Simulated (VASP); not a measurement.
# C in VASP: notebook, part 2 of 2

VASP 6.6.1. Earlier steps stand in the parts before.

### Step 3. Single point, LDA (mode 4 frozen in at -0.057 Å and mode 5 at +0.000 Å (largest displacements))

The COD entry that gives the cell may itself be a prediction, so a difference from it is no test against experiment.

Input file INCAR:

```
PREC     = Accurate       # precision mode
ENCUT    = 520            # plane-wave cutoff, eV
EDIFF    = 1E-6           # SCF threshold, eV
ISMEAR   = 0              # smearing method
SIGMA    = 0.05           # smearing width, eV
LREAL    = F              # projectors in reciprocal space
LASPH    = T              # aspherical terms in the spheres
NELM     = 100            # most SCF steps
ALGO     = Normal         # electronic algorithm
ISIF     = 2              # what is computed and relaxed
LWAVE    = F              # write WAVECAR
LCHARG   = F              # write CHGCAR
NBANDS   = 26             # bands
```

Input file KPOINTS:

```
Automatic mesh
0
Gamma
  12 12 4
```

Input file POSCAR:

```
C
1.0
    2.4896249417      0.0000000000      0.0000000000
   -1.2448124708      2.1560784454      0.0000000000
    0.0000000000      0.0000000000      8.2142660865
C
8
Direct
   -0.0228950148      0.0000000000      0.0929365318
    0.0228950148      0.0000000000      0.5929365318
    0.0228950148      0.0000000000      0.4070634682
   -0.0228950148      0.0000000000      0.9070634682
    0.3143640941      0.6666666667      0.1555443640
    0.6856359059      0.3333333333      0.6555443640
    0.3523025726      0.6666666667      0.3444556360
    0.6476974274      0.3333333333      0.8444556360
```

Potentials or basis: VASP PAW LDA potentials, release 64 (C).

The run is started by

```sh
cat potpaw_LDA.64/C/POTCAR > POTCAR
mpirun -np 1 vasp_std > vasp.out
```

OUTCAR:

```text
PREC = Accurate
   ENCUT = 520
   EDIFF = 1E-6
   ISMEAR = 0
   LREAL = F
   LASPH = T
   NELM = 100
   ISIF = 2

 ion  position               nearest neighbor table
   1  0.977  0.000  0.093-   5 1.52   5 1.53   4 1.53   5 1.53
   2  0.023  0.000  0.593-   6 1.52   6 1.53   3 1.53   6 1.53
   3  0.023  0.000  0.407-   7 1.52   7 1.53   2 1.53   7 1.53
   4  0.977  0.000  0.907-   8 1.52   8 1.53   1 1.53   8 1.53
   5  0.314  0.667  0.156-   1 1.52   1 1.53   1 1.53   7 1.55
   6  0.686  0.333  0.656-   2 1.52   2 1.53   2 1.53   8 1.55
   7  0.352  0.667  0.344-   3 1.52   3 1.53   3 1.53   5 1.55
   8  0.648  0.333  0.844-   4 1.52   4 1.53   4 1.53   6 1.55

  LATTYP: Found a hexagonal cell.
 ALAT       =     2.4896249417
 C/A-ratio  =     3.2993990175

  Lattice vectors:

 A1 = (   2.4896249417,   0.0000000000,   0.0000000000)
 A2 = (  -1.2448124708,   2.1560784454,   0.0000000000)
 A3 = (   0.0000000000,   0.0000000000,   8.2142660865)

Analysis of symmetry for initial positions (statically):
=====================================================================
 Subroutine PRICEL returns:
 Original cell was already a primitive cell.

 Routine SETGRP: Setting up the symmetry group for a
 hexagonal supercell.

 Subroutine GETGRP returns: Found  4 space group operations
 (whereof  2 operations were pure point group operations)
 out of a pool of 24 trial point group operations.

The static configuration has the point symmetry C_2 .
 The point group associated with its full space group is D_2 .

Analysis of symmetry for dynamics (positions and initial velocities):
=====================================================================
 Subroutine PRICEL returns:
 Original cell was already a primitive cell.

[... 141 lines left out ...]
  volume/ion in A,a.u.               =       5.51        37.19
  Fermi-wavevector in a.u.,A,eV,Ry     =   1.471191  2.780148 29.448492  2.164403
  Thomas-Fermi vector in A             =   2.586357
   LORBIT       =      0    0 simple, 1 ext, 2 COOP (PROOUT), +10 PAW based schemes
   GGA     = CA    functional components
   LHFCALC =     F    Hartree Fock is set to
   AEXX    =    0.0000 exact exchange contribution
   IVDW    =     0    specifies the selected vdW correction
   LEPSILON=     F    determine dielectric tensor
   LRPA    =     F    only Hartree local field effects (RPA)
 non-spin polarized calculation
 Gauss-broadening in eV      SIGMA  =   0.05
  energy-cutoff  :      520.00
  volume of cell :       44.09
 maximum number of plane-waves:      1204
   NGX =  9   NGY =  9   NGZ = 31

 number of electron      31.9999997 magnetization

 Free energy of the ion-electron system (eV)
  ---------------------------------------------------
  ext. energy  EPLUGINS =         0.00000000
  ---------------------------------------------------
  free energy    TOTEN  =       -80.83306321 eV

  energy without entropy =      -80.83306321  energy(sigma->0) =      -80.83306321

 E-fermi :  10.4884     XC(G=0): -13.6375

 val. band max:       10.2812590005   @ k =   0.0000   0.0000   0.0000
 cond. band min:      14.8707376293   @ k =   0.4167   0.0000   0.0000
 fundamental gap:      4.5894786288
 Fermi energy:        10.4884427780

 k-point     1 :       0.0000    0.0000    0.0000
  band No.  band energies     occupation
      1     -11.5695      2.00000
      2      -9.8976      2.00000
      3      -9.7874      2.00000
      4      -5.6768      2.00000
      5      -3.5411      2.00000
      6       3.3387      2.00000
[... 685 lines left out ...]
     25      21.8505      0.00000
     26      22.2852      0.00000

 [... further k-points ...]

------------------------ aborting loop because EDIFF is reached ----------------------------------------

  FORCE on cell =-STRESS in cart. coord.  units (eV):
  Direction    XX          YY          ZZ          XY          YZ          ZX
  --------------------------------------------------------------------------------------
  -------------------------------------------------------------------------------------
  Total        0.4076809      0.5290159      0.4890447      0.0000000      0.0000000      0.0000000
  in kB       14.8137051     19.2225958     17.7701824      0.0000000      0.0000000      0.0000000
  external PRESSURE =      17.2688278 kB  Pullay stress =       0.0000000 kB

 VOLUME and BASIS-vectors are now :
 -----------------------------------------------------------------------------
  energy-cutoff  :      520.00
  volume of cell :       44.09
      direct lattice vectors                 reciprocal lattice vectors
     2.489624942  0.000000000  0.000000000     0.401666927  0.231902508  0.000000000
    -1.244812471  2.156078445  0.000000000     0.000000000  0.463805017  0.000000000
     0.000000000  0.000000000  8.214266087     0.000000000  0.000000000  0.121739421

 POSITION                                       TOTAL-FORCE (eV/Angst)
 -----------------------------------------------------------------------------------
      2.43262      0.00000      0.76341         0.393946      0.009903      0.000993
      0.05700      0.00000      4.87054        -0.393946     -0.009903      0.000993
      0.05700      0.00000      3.34373        -0.393946      0.009903     -0.000993
      2.43262      0.00000      7.45086         0.393946     -0.009903     -0.000993
     -0.04723      1.43739      1.27768         0.318179     -0.013527      0.014938
      1.29204      0.71869      5.38482        -0.318179      0.013527      0.014938
      0.04723      1.43739      2.82945        -0.318179     -0.013527     -0.014938
      1.19759      0.71869      6.93658         0.318179      0.013527     -0.014938
 -----------------------------------------------------------------------------------
    total drift:                                0.000000      0.000000     -0.000000

  FREE ENERGIE OF THE ION-ELECTRON SYSTEM (eV)
  ---------------------------------------------------
  free  energy   TOTEN  =       -80.8330632132 eV

  energy  without entropy=      -80.8330632132  energy(sigma->0) =      -80.83306321
```

OSZICAR:

```text
N       E                     dE             d eps       ncg     rms          rms(c)
DAV:   1     0.554955615355E+02    0.55496E+02   -0.16593E+04  6708   0.120E+03
DAV:   2    -0.792408438604E+02   -0.13474E+03   -0.12625E+03  8902   0.230E+02
DAV:   3    -0.842489024664E+02   -0.50081E+01   -0.49691E+01  9136   0.387E+01
DAV:   4    -0.842928007823E+02   -0.43898E-01   -0.43833E-01  8506   0.416E+00
DAV:   5    -0.842935303501E+02   -0.72957E-03   -0.72902E-03  9028   0.487E-01    0.118E+01
DAV:   6    -0.817250859033E+02    0.25684E+01   -0.17292E+00  7750   0.694E+00    0.684E+00
DAV:   7    -0.808361687617E+02    0.88892E+00   -0.20506E+00  8146   0.770E+00    0.144E+00
DAV:   8    -0.808330843887E+02    0.30844E-02   -0.51229E-02  8610   0.127E+00    0.634E-02
DAV:   9    -0.808330532592E+02    0.31129E-04   -0.55031E-04  8684   0.157E-01    0.309E-02
DAV:  10    -0.808330634714E+02   -0.10212E-04   -0.40483E-05  8352   0.389E-02    0.101E-02
DAV:  11    -0.808330632132E+02    0.25820E-06   -0.23240E-06  7230   0.943E-03
   1 F= -.80833063E+02 E0= -.80833063E+02  d E =-.173949E-11
```

Run time: 2 min. Hardware: 1 thread of Intel Xeon Platinum 8259CL at 2.50GHz (Skylake/Cascade Lake), shared host; peak memory 0.2 GiB.

What came out:

```yaml
Free_energy: -80.8331 eV
Pressure: 1.7 GPa
Largest_force: 0.394 eV/Å
Band_gap_on_the_k_mesh: 4.59 eV, indirect (least direct gap 5.33 eV)
```

Forces in eV/Å, atoms in the order of the input:
```
C    0.394  0.010  0.001
C   -0.394 -0.010  0.001
C   -0.394  0.010 -0.001
C    0.394 -0.010 -0.001
C    0.318 -0.014  0.015
C   -0.318  0.014  0.015
C   -0.318 -0.014 -0.015
C    0.318  0.014 -0.015
```

Stress tensor (GPa, compression positive):
```
1.48 0.00 0.00
0.00 1.92 0.00
0.00 0.00 1.78
```

Levels at points of the mesh, in eV from the valence-band top:
```
           k point  band 14  band 15  band 16  band 17  band 18  band 19
(0.00, 0.00, 0.00)    -0.20    -0.02     0.00     5.33     5.34     5.48
(0.50, 0.00, 0.00)    -4.73    -3.75    -3.04     4.65     5.52     6.03
(0.00, 0.50, 0.00)    -4.77    -3.74    -3.05     4.68     5.65     6.01
(0.00, 0.00, 0.50)    -0.67    -0.66    -0.66     6.11     6.11     6.11
(0.50, 0.00, 0.50)    -4.81    -3.75    -3.75     4.99     4.99     6.87
(0.00, 0.50, 0.50)    -4.84    -3.75    -3.75     5.02     5.02     6.99
```

Caveat: the cell differs from its parent crystal (mode 4 frozen in at -0.057 Å and mode 5 at +0.000 Å (largest displacements)). A k mesh can miss the band edges.

### Step 4. Single point, LDA (mode 4 frozen in at +0.000 Å and mode 5 at -0.057 Å (largest displacements))

Input file INCAR:

```
SYSTEM = C
ALGO = Normal
EDIFF = 1E-6
ENCUT = 520
ISIF = 2
ISMEAR = 0
LASPH = .True.
LCHARG = .False.
LREAL = .False.
LWAVE = .False.
NBANDS = 26
NELM = 60
PREC = Accurate
SIGMA = 0.05
```

Input file KPOINTS:

```
k-points
0
Gamma
  12 12 4
  0 0 0
```

Input file POSCAR:

```
C
1.0
    2.4896249417      0.0000000000      0.0000000000
   -1.2448124708      2.1560784454      0.0000000000
    0.0000000000      0.0000000000      8.2142660865
C
8
Direct
   -0.0132184430     -0.0264368860      0.0929365318
    0.0132184430      0.0264368860      0.5929365318
    0.0132184430      0.0264368860      0.4070634682
   -0.0132184430     -0.0264368860      0.9070634682
    0.3223814379      0.6447628759      0.1555443640
    0.6776185621      0.3552371241      0.6555443640
    0.3442852287      0.6885704574      0.3444556360
    0.6557147713      0.3114295426      0.8444556360
```

The run is started by

```sh
cat potpaw_LDA.64/C/POTCAR > POTCAR
mpirun -np 1 vasp_std > vasp.out
```

Wall time 2 min (1 thread of Intel Xeon Platinum 8259CL at 2.50GHz (Skylake/Cascade Lake), shared host); peak memory 0.21 GiB.

Results (log left out):

```
Free energy            : -80.8331 eV
Pressure               : 1.7 GPa
Largest force          : 0.404 eV/Å
Band gap on the k mesh : 4.58 eV, indirect (least direct gap 5.33 eV)
```

Forces in eV/Å, atoms in the order of the input:
```
C    0.000  0.384  0.001
C    0.000 -0.384  0.001
C    0.000 -0.404 -0.001
C    0.000  0.404 -0.001
C    0.000  0.332  0.015
C    0.000 -0.332  0.015
C    0.000 -0.305 -0.015
C    0.000  0.305 -0.015
```

Stress tensor (GPa, compression positive):
```
1.92 0.00 0.00
0.00 1.48 0.00
0.00 0.00 1.78
```

Levels at points of the mesh, in eV from the valence-band top:
```tsv
k point	band 13	band 14	band 15	band 16	band 17	band 18	band 19	band 20
(0.00, 0.00, 0.00)	-1.68	-0.20	-0.02	0.00	5.33	5.34	5.48	7.16
(0.50, 0.00, 0.00)	-5.03	-4.75	-3.74	-3.05	4.67	5.60	6.03	6.10
(0.00, 0.50, 0.00)	-5.04	-4.72	-3.75	-3.03	4.64	5.49	6.02	6.18
(0.00, 0.00, 0.50)	-0.67	-0.67	-0.66	-0.66	6.11	6.11	6.11	6.11
(0.50, 0.00, 0.50)	-4.83	-4.83	-3.75	-3.75	5.01	5.01	6.95	6.95
(0.00, 0.50, 0.50)	-4.80	-4.80	-3.75	-3.75	4.98	4.98	6.83	6.83
```

Caveat: the cell differs from its parent crystal (mode 4 frozen in at +0.000 Å and mode 5 at -0.057 Å (largest displacements)).
